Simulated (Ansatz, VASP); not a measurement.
**One calculation of TePb, two programs**

```
Pb Te
1.0
     0.00000    3.23100    3.23100
     3.23100    0.00000    3.23100
     3.23100    3.23100    0.00000
Pb Te
1 1
Direct
  0.00000 0.00000 0.00000
  0.50000 0.50000 0.50000
```

Alike in both runs: task single point; functional HSE06; k mesh 4 × 4 × 4; occupations fermi-dirac, width 0.05 eV; no spin polarisation.

```csv
,VASP,Ansatz
version,VASP 6.6.1,Ansatz 0.2.0
potentials or method,"VASP PAW PBE potentials, release 64 (Pb_d, Te), cutoff 520 eV",all-electron PAW datasets made for the crystal
```

Ansatz gave:

```
gap on the k mesh at the Fermi level (eV) : 1.11
least direct gap on the mesh (eV)         : 1.11
pressure (GPa)                            : 1.2
```

**Question.** Which values does VASP return?

**Answer.** gap on the k mesh at the Fermi level (eV): 1.08; least direct gap on the mesh (eV): 1.08; pressure (GPa): 1.0.

Ansatz ran all-electron here, and VASP with PAW potentials.

The k mesh is coarse, so the values compare programs but aren't converged. Neither program's run includes spin-orbit coupling.
